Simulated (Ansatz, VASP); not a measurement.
## PtS2: VASP beside Ansatz

```
CELL_PARAMETERS angstrom
3.32620 0.00000 0.00000
-1.66310 2.88057 0.00000
0.00000 0.00000 6.17180
ATOMIC_POSITIONS crystal
Pt 0.00000 0.00000 0.00000
S 0.33333 0.66667 0.18895
S 0.66667 0.33333 0.81105
```

Alike in both runs: task relaxation of the atoms; functional PBE; k mesh 9 × 9 × 4; occupations gaussian, width 0.05 eV; no spin polarisation.

|  | VASP | Ansatz |
| --- | --- | --- |
| version | VASP 6.6.1 | Ansatz 0.2.0 |
| potentials or method | VASP PAW PBE potentials, release 64 (Pt, S), cutoff 520 eV | scalar-relativistic, plane waves, PAW |
| valence electrons in the cell | 22 | 30 |

|  | VASP | Ansatz | Ansatz less VASP |
| --- | --- | --- | --- |
| gap on the k mesh at the Fermi level, each at its own relaxed structure (eV) | 1.23 | 1.22 | -0.009 |

VASP's potentials hold 22 valence electrons a cell and Ansatz's 30, so a difference there can come from the potentials and not from the codes. Ansatz's warnings: stress scf threshold loose.

Neither program's run includes spin-orbit coupling.
